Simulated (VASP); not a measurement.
# LiTmH4 (P1) in VASP: single point with PBE

Aim: the single point of LiTmH4 with PBE.

All numbers are computed with VASP 6.6.1; they aren't measurements. Logs are shortened: lines on timing, memory, paths and dates and some standing lists are left out, and cuts for length are marked.

### Step 1. The cell of the first run

The typed cell holds 6 atoms: a = 3.467 Å, b = 3.501 Å, c = 5.713 Å, α = 79.83°, β = 79.70°, γ = 61.46°.

The cell was built from a structure type or drawn by symmetry, and may not be a known phase.

### Step 2. Single point, PBE

Input file INCAR:

```
ALGO = Normal
EDIFF = 1E-6
ENCUT = 750
GGA = PE
GGA_COMPAT = False
ISIF = 2
ISMEAR = 0
LASPH = True
LCHARG = False
LMAXMIX = 6
LREAL = False
LWAVE = False
NBANDS = 17
NELM = 200
PREC = Accurate
SIGMA = 0.1
```

Input file KPOINTS:

```
k-points
0
Gamma
  6 6 4
```

Input file POSCAR:

```
LiTmH4
1.0
    3.4666737001      0.0000000000      0.0000000000
    1.6727194449      3.0753983783      0.0000000000
    1.0213631623      0.5931677355      5.5896080887
Li Tm H
1 1 4
Direct
    0.5202927220      0.0013272086      0.0024514322
    0.9560571122      0.4615205702      0.5631018105
    0.2736292882      0.7432531424      0.7213646391
    0.6181455610      0.1052900322      0.6149754751
    0.8859697368      0.3708083846      0.9422497976
    0.3436502497      0.8423052220      0.3389348356
```

Potentials or basis: VASP PAW PBE potentials, release 64 (Li_sv, Tm_3, H), 4f in core.

Started as:

```bash
$ cat potpaw_PBE.64/Li_sv/POTCAR potpaw_PBE.64/Tm_3/POTCAR potpaw_PBE.64/H/POTCAR > POTCAR
$ mpirun -np 1 vasp_std > vasp.out
```

OUTCAR:

```text
EDIFF = 1E-6
   ENCUT = 750
   GGA = PE
   ISIF = 2
   ISMEAR = 0
   LASPH = True
   LREAL = False
   NELM = 200
   PREC = Accurate

 ion  position               nearest neighbor table
   1  0.520  0.001  0.002-   2 3.12   2 3.17
   2  0.956  0.462  0.563-   4 2.03   4 2.04   4 2.07   5 2.12   3 2.17   3 2.17   3 2.29   1 3.12
                             1 3.17
   3  0.274  0.743  0.721-   2 2.17   2 2.17   2 2.29
   4  0.618  0.105  0.615-   2 2.03   2 2.04   2 2.07
   5  0.886  0.371  0.942-   2 2.12
   6  0.344  0.842  0.339-

  Warning from LATTYP: Got some problem with cell dimensions!
  Tried to take original basis but could not verify dimensions!
  LATTYP: Found a triclinic cell.
 ALAT       =     3.4666737001
 B/A-ratio  =     1.0270322821
 C/A-ratio  =     1.6479870256
 COS(alpha) =     0.0003958437
 COS(beta)  =     0.1787777372
 COS(gamma) =     0.5038651301

  Lattice vectors:

 A1 = (  -3.4666737001,   0.0000000000,   0.0000000000)
 A2 = (  -1.7939542552,   3.0753983783,   0.0000000000)
 A3 = (  -1.0213631623,  -0.5931677355,  -5.5896080887)

Analysis of symmetry for initial positions (statically):
=====================================================================
 Subroutine PRICEL returns:
 Original cell was already a primitive cell.

 Routine SETGRP: Setting up the symmetry group for a
 triclinic supercell.

 Subroutine GETGRP returns: Found  1 space group operations
 (whereof  1 operations were pure point group operations)
 out of a pool of  2 trial point group operations.

The static configuration has the point symmetry C_1 .

Analysis of symmetry for dynamics (positions and initial velocities):
=====================================================================
 Subroutine PRICEL returns:
 Original cell was already a primitive cell.

 Routine SETGRP: Setting up the symmetry group for a
 triclinic supercell.

 Subroutine GETGRP returns: Found  1 space group operations
 (whereof  1 operations were pure point group operations)
 out of a pool of  2 trial point group operations.

The dynamic configuration has the point symmetry C_1 .

 Subroutine INISYM returns: Found  1 space group operations
 (whereof  1 operations are pure point group operations),
 and found     1 'primitive' translations

[... 101 lines left out ...]
   NELM   =    200;   NELMIN=  2; NELMDL= -5     # of ELM steps
   EDIFF  = 0.1E-05   stopping-criterion for ELM
   LREAL  =      F    real-space projection
   EDIFFG = 0.1E-04   stopping-criterion for IOM
   NSW    =      0    number of steps for IOM
   IBRION =     -1    ionic relax: 0-MD 1-quasi-New 2-CG
   NFREE  =      0    steps in history (QN), initial steepest desc. (CG)
   ISIF   =      2    stress and relaxation
   ISYM   =      2    0-nonsym 1-usesym 2-fastsym
   POTIM  = 0.5000    time-step for ionic-motion
   TEBEG  =    0.0;   TEEND  =   0.0 temperature during run
   PSTRESS=    0.0 pullay stress
   NELECT =      16.0000    total number of electrons
   NUPDOWN=      -1.0000    fix difference up-down
   EMIN   =  10.00;   EMAX   =-10.00  energy-range for DOS
   EFERMI =   0.00;   METHOD = LEGACY
   ISMEAR =     0;   SIGMA  =   0.10  broadening in eV -4-tet -1-fermi 0-gaus
   EFERMI_NEDOS =   21; number of points for ismear=-14 and -15
   IALGO  =     38    algorithm
   IMIX   =      4    mixing-type and parameters
     AMIX     =   0.40;   BMIX     =  1.00
     AMIX_MAG =   1.60;   BMIX_MAG =  1.00
  volume/ion in A,a.u.               =       9.93        67.03
  Fermi-wavevector in a.u.,A,eV,Ry     =   1.056127  1.995791 15.176004  1.115405
  Thomas-Fermi vector in A             =   2.191351
   LORBIT       =      0    0 simple, 1 ext, 2 COOP (PROOUT), +10 PAW based schemes
   GGA     = PE    functional components
   LHFCALC =     F    Hartree Fock is set to
   AEXX    =    0.0000 exact exchange contribution
   IVDW    =     0    specifies the selected vdW correction
   LEPSILON=     F    determine dielectric tensor
   LRPA    =     F    only Hartree local field effects (RPA)
 non-spin polarized calculation
 Gauss-broadening in eV      SIGMA  =   0.10
  energy-cutoff  :      750.00
  volume of cell :       59.59
 maximum number of plane-waves:      2800
   NGX = 15   NGY = 15   NGZ = 25

 number of electron      15.9999999 magnetization

 Free energy of the ion-electron system (eV)
  ---------------------------------------------------
  ext. energy  EPLUGINS =         0.00000000
  ---------------------------------------------------
  free energy    TOTEN  =       -22.54204912 eV

  energy without entropy =      -22.53833589  energy(sigma->0) =      -22.54019251

 E-fermi :   2.4570     XC(G=0):  -9.0003

 val. band max:        2.4109126448   @ k =   0.0000   0.0000   0.0000
 cond. band min:       2.4576022433   @ k =   0.0000   0.0000   0.2500
 fundamental gap:      0.0466895985
 Fermi energy:         2.4569724749

 k-point     1 :       0.0000    0.0000    0.0000
  band No.  band energies     occupation
      1     -44.5716      2.00000
      2     -23.3263      2.00000
      3     -22.9559      2.00000
      4     -22.9156      2.00000
      5      -6.7075      2.00000
      6      -2.4187      2.00000
[... 457 lines left out ...]
      4     -23.0439      2.00000
      5      -3.4977      2.00000
      6      -2.6194      2.00000
[... 9 lines left out ...]
     16       9.7773      0.00000
     17      11.0527      0.00000

 [... further k-points ...]

------------------------ aborting loop because EDIFF is reached ----------------------------------------

  FORCE on cell =-STRESS in cart. coord.  units (eV):
  Direction    XX          YY          ZZ          XY          YZ          ZX
  --------------------------------------------------------------------------------------
  -------------------------------------------------------------------------------------
  Total        0.2039429     -0.0312855     -0.2205135      0.0504407      0.2955937      0.1176560
  in kB        5.4830655     -0.8411206     -5.9285718      1.3561128      7.9471259      3.1632160
  external PRESSURE =      -0.4288756 kB  Pullay stress =       0.0000000 kB

 VOLUME and BASIS-vectors are now :
 -----------------------------------------------------------------------------
  energy-cutoff  :      750.00
  volume of cell :       59.59
      direct lattice vectors                 reciprocal lattice vectors
     3.466673700  0.000000000  0.000000000     0.288460953 -0.156894875 -0.036059489
     1.672719445  3.075398378  0.000000000     0.000000000  0.325161126 -0.034506013
     1.021363162  0.593167736  5.589608089     0.000000000  0.000000000  0.178903419

 POSITION                                       TOTAL-FORCE (eV/Angst)
 -----------------------------------------------------------------------------------
      1.80841      0.00554      0.01370        -0.059223     -0.000485     -0.103843
      4.66146      1.75337      3.14752         0.089403     -0.241242     -0.007338
      2.92861      2.71369      4.03215        -0.020282      0.145471     -0.050019
      2.94714      0.68859      3.43747        -0.025660      0.070908      0.041434
      4.65401      1.69930      5.26681        -0.025698      0.011780      0.031489
      2.94644      2.79147      1.89451         0.041460      0.013568      0.088278
 -----------------------------------------------------------------------------------
    total drift:                               -0.000124      0.000068      0.000075

  FREE ENERGIE OF THE ION-ELECTRON SYSTEM (eV)
  ---------------------------------------------------
  free  energy   TOTEN  =       -22.5420491203 eV

  energy  without entropy=      -22.5383358935  energy(sigma->0) =      -22.54019251
```

OSZICAR:

```text
N       E                     dE             d eps       ncg     rms          rms(c)
DAV:   1     0.682342898176E+02    0.68234E+02   -0.78510E+03  2584   0.116E+03
DAV:   2    -0.155358076862E+02   -0.83770E+02   -0.76541E+02  2616   0.305E+02
DAV:   3    -0.236679979729E+02   -0.81322E+01   -0.79945E+01  4860   0.566E+01
DAV:   4    -0.239907524073E+02   -0.32275E+00   -0.32095E+00  3472   0.105E+01
DAV:   5    -0.240187624312E+02   -0.28010E-01   -0.27993E-01  4480   0.252E+00    0.270E+01
DAV:   6    -0.228457718494E+02    0.11730E+01   -0.60875E-01  4111   0.727E+00    0.165E+01
DAV:   7    -0.225813143045E+02    0.26446E+00   -0.11302E+00  4151   0.770E+00    0.222E+00
DAV:   8    -0.225573721075E+02    0.23942E-01   -0.22521E-01  4166   0.518E+00    0.763E-01
DAV:   9    -0.225414800507E+02    0.15892E-01   -0.22939E-02  3998   0.175E+00    0.221E-01
DAV:  10    -0.225417791388E+02   -0.29909E-03   -0.35278E-03  3792   0.455E-01    0.184E-01
DAV:  11    -0.225420426321E+02   -0.26349E-03   -0.57285E-04  2806   0.171E-01    0.724E-02
DAV:  12    -0.225420445094E+02   -0.18773E-05   -0.23463E-05  3960   0.398E-02    0.133E-02
DAV:  13    -0.225420489902E+02   -0.44808E-05   -0.95840E-06  2830   0.182E-02    0.332E-03
DAV:  14    -0.225420491203E+02   -0.13002E-06   -0.39569E-07  2583   0.541E-03
   1 F= -.22542049E+02 E0= -.22540193E+02  d E =-.371323E-02
```

Run time: 54 s. Hardware: 1 thread of Intel Xeon 6975P-C (Granite Rapids), shared host; peak memory 0.31 GiB.

Results:

* Free energy: -22.5420 eV
* Pressure: 0.0 GPa
* Largest force: 0.257 eV/Å
* Band gap on the k mesh: zero (bands 8 and 9 overlap by 0.06 eV)

Forces in eV/Å, atoms in the order of the input:
```
Li  -0.059  0.000 -0.104
Tm   0.089 -0.241 -0.007
H   -0.020  0.145 -0.050
H   -0.026  0.071  0.041
H   -0.026  0.012  0.031
H    0.041  0.014  0.088
```

Stress tensor (GPa, compression positive):
```
 0.55  0.14  0.32
 0.14 -0.08  0.79
 0.32  0.79 -0.59
```

Levels at points of the mesh, in eV from the Fermi level:
```
           k point  band 5  band 6  band 7  band 8  band 9  band 10  band 11  band 12
(0.00, 0.00, 0.00)   -9.16   -4.88   -4.26   -0.05    1.20     1.52     3.81     3.98
(0.50, 0.00, 0.00)   -6.04   -5.09   -4.47   -3.57    1.77     2.57     3.38     4.75
(0.00, 0.50, 0.00)   -6.09   -5.04   -4.49   -3.56    1.61     2.70     3.27     4.88
(0.50, 0.50, 0.00)   -6.18   -4.97   -3.99   -3.49    0.67     2.60     3.00     5.28
(0.00, 0.00, 0.50)   -8.97   -5.91   -3.05    0.08    1.19     1.50     2.03     3.71
(0.50, 0.00, 0.50)   -5.87   -5.06   -4.38   -3.78    0.91     2.76     3.66     5.25
(0.00, 0.50, 0.50)   -5.91   -5.02   -4.38   -3.82    0.89     2.83     3.65     5.16
(0.50, 0.50, 0.50)   -6.07   -4.93   -4.62   -2.97    0.84     2.19     3.58     4.63
```

Caveat: spin-orbit coupling is left out, which moves the levels of the heavy elements; the 4f electrons are frozen in the core, so they carry no moment and show no levels. Spin polarisation is off, so any magnetic state and its effect on volume and gap are missing.
